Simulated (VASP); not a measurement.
# Cd (Fm-3m) in VASP: further runs, part 2 of 2

VASP 6.6.1.

## Step 4: Single point, PBEsol (19.29 Å³/atom)

This run uses another cell than the first one, of 19.29 Å³/atom.

INCAR

```
PREC = Accurate
ENCUT = 520
EDIFF = 1E-6
ISMEAR = -1
SIGMA = 0.1
LREAL = False
LASPH = True
NELM = 80
ALGO = Normal
ISIF = 2
LWAVE = False
LCHARG = False
GGA = PS
NBANDS = 12
```

KPOINTS

```
Automatic mesh
0
Gamma
  14 14 14
```

POSCAR

```
Cd
1.0
    0.0000000000      2.1286326818      2.1286326818
    2.1286326818      0.0000000000      2.1286326818
    2.1286326818      2.1286326818      0.0000000000
Cd
1
Direct
    0.0000000000      0.0000000000      0.0000000000
```

Potentials or basis: VASP PAW PBE potentials, release 64 (Cd).

Started as:

```sh
$ cat potpaw_PBE.64/Cd/POTCAR > POTCAR
$ mpirun -np 1 vasp_std > vasp.out
```

OUTCAR:

```text
PREC = Accurate
   ENCUT = 520
   EDIFF = 1E-6
   ISMEAR = -1
   LREAL = False
   LASPH = True
   NELM = 80
   ISIF = 2
   GGA = PS

 ion  position               nearest neighbor table
   1  0.000  0.000  0.000-

  LATTYP: Found a face centered cubic cell.
 ALAT       =     4.2572653636

  Lattice vectors:

 A1 = (   0.0000000000,   2.1286326818,   2.1286326818)
 A2 = (   2.1286326818,   0.0000000000,   2.1286326818)
 A3 = (   2.1286326818,   2.1286326818,   0.0000000000)

Analysis of symmetry for initial positions (statically):
=====================================================================
 Subroutine PRICEL returns:
 Original cell was already a primitive cell.

 Routine SETGRP: Setting up the symmetry group for a
 face centered cubic supercell.

 Subroutine GETGRP returns: Found 48 space group operations
 (whereof 48 operations were pure point group operations)
 out of a pool of 48 trial point group operations.

The static configuration has the point symmetry O_h .

Analysis of symmetry for dynamics (positions and initial velocities):
=====================================================================
 Subroutine PRICEL returns:
 Original cell was already a primitive cell.

 Routine SETGRP: Setting up the symmetry group for a
 face centered cubic supercell.

 Subroutine GETGRP returns: Found 48 space group operations
 (whereof 48 operations were pure point group operations)
 out of a pool of 48 trial point group operations.

The dynamic configuration has the point symmetry O_h .

 Subroutine INISYM returns: Found 48 space group operations
 (whereof 48 operations are pure point group operations),
 and found     1 'primitive' translations

----------------------------------------------------------------------------------------
[... 114 lines left out ...]
  Thomas-Fermi vector in A             =   2.520768
   LORBIT       =      0    0 simple, 1 ext, 2 COOP (PROOUT), +10 PAW based schemes
   GGA     = PS    functional components
   LHFCALC =     F    Hartree Fock is set to
   AEXX    =    0.0000 exact exchange contribution
   IVDW    =     0    specifies the selected vdW correction
   LEPSILON=     F    determine dielectric tensor
   LRPA    =     F    only Hartree local field effects (RPA)
 non-spin polarized calculation
  energy-cutoff  :      520.00
  volume of cell :       19.29
 maximum number of plane-waves:       533
   NGX = 11   NGY = 11   NGZ = 11

 number of electron      11.9999999 magnetization

 Free energy of the ion-electron system (eV)
  ---------------------------------------------------
  ext. energy  EPLUGINS =         0.00000000
  ---------------------------------------------------
  free energy    TOTEN  =        -1.16368282 eV

  energy without entropy =       -1.15517486  energy(sigma->0) =       -1.15942884

 E-fermi :   3.6033     XC(G=0): -11.8359

 val. band max:        3.4352519838   @ k =  -0.4286   0.0714   0.0000
 cond. band min:       3.6777163341   @ k =  -0.3571   0.5000   0.1429
 fundamental gap:      0.2424643502
 Fermi energy:         3.6033037129

 k-point     1 :       0.0000    0.0000    0.0000
  band No.  band energies     occupation
      1      -6.1887      2.00000
      2      -5.8356      2.00000
      3      -5.8356      2.00000
      4      -5.8356      2.00000
      5      -5.2370      2.00000
      6      -5.2370      2.00000
      7      17.9257      0.00000
      8      19.7605      0.00000
      9      19.7605      0.00000
     10      19.7605      0.00000
     11      23.4235      0.00000
     12      23.4235      0.00000
[... 331 lines left out ...]
 k-point    24 :       0.2857    0.1429    0.0000
  band No.  band energies     occupation
      1      -6.1686      2.00000
      2      -5.7056      2.00000
      3      -5.5795      2.00000
      4      -5.5243      2.00000
      5      -4.9973      2.00000
      6      -3.7146      2.00000
      7      11.3025      0.00000
      8      15.2778      0.00000
      9      16.7992      0.00000
     10      17.4616      0.00000
     11      20.7177      0.00000
     12      25.0109      0.00000

 [... further k-points ...]

------------------------ aborting loop because EDIFF is reached ----------------------------------------

  FORCE on cell =-STRESS in cart. coord.  units (eV):
  Direction    XX          YY          ZZ          XY          YZ          ZX
  --------------------------------------------------------------------------------------
  -------------------------------------------------------------------------------------
  Total        0.8094759      0.8094759      0.8094759      0.0000000      0.0000000     -0.0000000
  in kB       67.2329718     67.2329718     67.2329718      0.0000000      0.0000000     -0.0000000
  external PRESSURE =      67.2329718 kB  Pullay stress =       0.0000000 kB

 VOLUME and BASIS-vectors are now :
 -----------------------------------------------------------------------------
  energy-cutoff  :      520.00
  volume of cell :       19.29
      direct lattice vectors                 reciprocal lattice vectors
     0.000000000  2.128632682  2.128632682    -0.234892569  0.234892569  0.234892569
     2.128632682  0.000000000  2.128632682     0.234892569 -0.234892569  0.234892569
     2.128632682  2.128632682  0.000000000     0.234892569  0.234892569 -0.234892569

 POSITION                                       TOTAL-FORCE (eV/Angst)
 -----------------------------------------------------------------------------------
      0.00000      0.00000      0.00000         0.000000      0.000000      0.000000
 -----------------------------------------------------------------------------------
    total drift:                                0.000000      0.000000     -0.000000

  FREE ENERGIE OF THE ION-ELECTRON SYSTEM (eV)
  ---------------------------------------------------
  free  energy   TOTEN  =        -1.1636828248 eV

  energy  without entropy=       -1.1551748613  energy(sigma->0) =       -1.15942884
```

OSZICAR:

```text
N       E                     dE             d eps       ncg     rms          rms(c)
DAV:   1     0.673962044053E+02    0.67396E+02   -0.71186E+03  2760   0.102E+03
DAV:   2    -0.912298257688E-01   -0.67487E+02   -0.64126E+02  2700   0.237E+02
DAV:   3    -0.126418508893E+01   -0.11730E+01   -0.11723E+01  3016   0.348E+01
DAV:   4    -0.126561787982E+01   -0.14328E-02   -0.14328E-02  2776   0.119E+00
DAV:   5    -0.126562091597E+01   -0.30362E-05   -0.30359E-05  3028   0.551E-02    0.426E+00
DAV:   6    -0.117230412570E+01    0.93317E-01   -0.23892E-01  2892   0.651E+00    0.320E+00
DAV:   7    -0.116481425969E+01    0.74899E-02   -0.16975E-02  2972   0.145E+00    0.162E+00
DAV:   8    -0.116366924152E+01    0.11450E-02   -0.16538E-03  2668   0.577E-01    0.721E-02
DAV:   9    -0.116367650033E+01   -0.72588E-05   -0.40588E-06  2964   0.159E-02    0.213E-02
DAV:  10    -0.116368286262E+01   -0.63623E-05   -0.36206E-06  2696   0.228E-02    0.225E-03
DAV:  11    -0.116368282480E+01    0.37824E-07   -0.63410E-08  1492   0.318E-03
   1 F= -.11636828E+01 E0= -.11594288E+01  d E =-.850796E-02
```

stdout:

```text
POSCAR found type information on POSCAR Cd
 POSCAR found :  1 types and       1 ions
 scaLAPACK will be used
 -----------------------------------------------------------------------------
|                                                                             |
|                                                                             |
|     You enforced a specific xc type in the INCAR file but a different       |
|     I HOPE YOU KNOW WHAT YOU ARE DOING!                                     |
|                                                                             |
 -----------------------------------------------------------------------------

 LDA part: xc-table for (Slater+PW92), standard interpolation
 POSCAR, INCAR and KPOINTS ok, starting setup
 FFT: planning ... GRIDC
 FFT: planning ... GRID_SOFT
 FFT: planning ... GRID
 WAVECAR not read
 entering main loop
```

Run time: 34 s. Hardware: 1 thread of Intel Xeon 8259CL, shared host; peak memory 0.15 GiB.

Results:

```yaml
Free_energy: -1.1637 eV
Pressure: 6.7 GPa
Band_gap_on_the_k_mesh: zero (bands 6 and 7 overlap by 2.49 eV)
```

Caveat: the cell stands under pressure; the PAW data sets were made with another functional, which shifts forces and pressure a little.

## Step 5: Single point, PBEsol (20.13 Å³/atom)

This run uses another cell than the first one, of 20.13 Å³/atom.

INCAR

```
SYSTEM = Cd
PREC     = Accurate       ! precision mode
ENCUT    = 520            ! plane-wave cutoff, eV
EDIFF    = 1E-6           ! SCF threshold, eV
ISMEAR   = -1             ! smearing method
SIGMA    = 0.1            ! smearing width, eV
LREAL    = .False.        ! projectors in reciprocal space
LASPH    = .True.         ! aspherical terms in the spheres
NELM     = 80             ! most SCF steps
ALGO     = Normal         ! electronic algorithm
ISIF     = 2              ! what is computed and relaxed
LWAVE    = .False.        ! write WAVECAR
LCHARG   = .True.         ! write CHGCAR
GGA      = PS             ! functional
LELF     = .True.         ! ELF
LVHAR    = .True.       
NBANDS   = 12             ! bands
```

KPOINTS

```
regular mesh
0
Gamma
  14 14 14
  0 0 0
```

POSCAR

```
Cd
1.0
    0.0000000000      2.1590458291      2.1590458291
    2.1590458291      0.0000000000      2.1590458291
    2.1590458291      2.1590458291      0.0000000000
Cd
1
Direct
    0.0000000000      0.0000000000      0.0000000000
```

Started as:

```sh
$ cat potpaw_PBE.64/Cd/POTCAR > POTCAR
$ mpirun -np 1 vasp_std > vasp.out
```

It took 42 s on 1 thread of Intel Xeon 8259CL, shared host; peak memory 0.15 GiB.

It converged, with:

- Free energy: -1.1890 eV
- Pressure: 3.1 GPa
- Band gap on the k mesh: zero (bands 6 and 7 overlap by 2.57 eV)

Levels at points of the mesh, in eV from the Fermi level:
| k point | band 3 | band 4 | band 5 | band 6 | band 7 | band 8 | band 9 | band 10 |
| --- | --- | --- | --- | --- | --- | --- | --- | --- |
| (0.00, 0.00, 0.00) | -9.28 | -9.28 | -8.73 | -8.73 | 14.20 | 15.75 | 15.75 | 15.75 |
| (0.50, 0.00, 0.00) | -9.28 | -8.29 | -8.29 | -2.66 | -1.17 | 13.27 | 13.28 | 13.28 |
| (0.50, 0.50, 0.00) | -8.31 | -8.18 | -8.18 | -1.03 | 1.71 | 7.06 | 7.06 | 11.67 |

Caveat: the cell stands under pressure; the PAW data sets were made with another functional, which shifts forces and pressure a little.

## Step 6: Summary

| cell | k mesh | gap on the mesh (eV) | pressure (GPa) |
| --- | --- | --- | --- |
| a = 3.095 Å, angles 60.0°, 1 atom | 12 × 12 × 12 | none | 0.4 |
| a = 2.966 Å, angles 60.0°, 1 atom | 14 × 14 × 14 | none | 11.4 |
| a = 3.010 Å, angles 60.0°, 1 atom | 14 × 14 × 14 | none | 6.7 |
| a = 3.053 Å, angles 60.0°, 1 atom | 14 × 14 × 14 | none | 3.1 |

Alike in all rows: task single point; level PBEsol; potentials or basis VASP PAW PBE potentials, release 64 (Cd); no spin polarisation; cutoff (eV) 520; smearing fermi-dirac 0.1 eV.

Caveats: the PAW data sets were made with another functional, which shifts forces and pressure a little; the cell stands under pressure (at least some runs).

Total energies depend on the potentials used, so only differences within one code and one set of settings carry meaning.
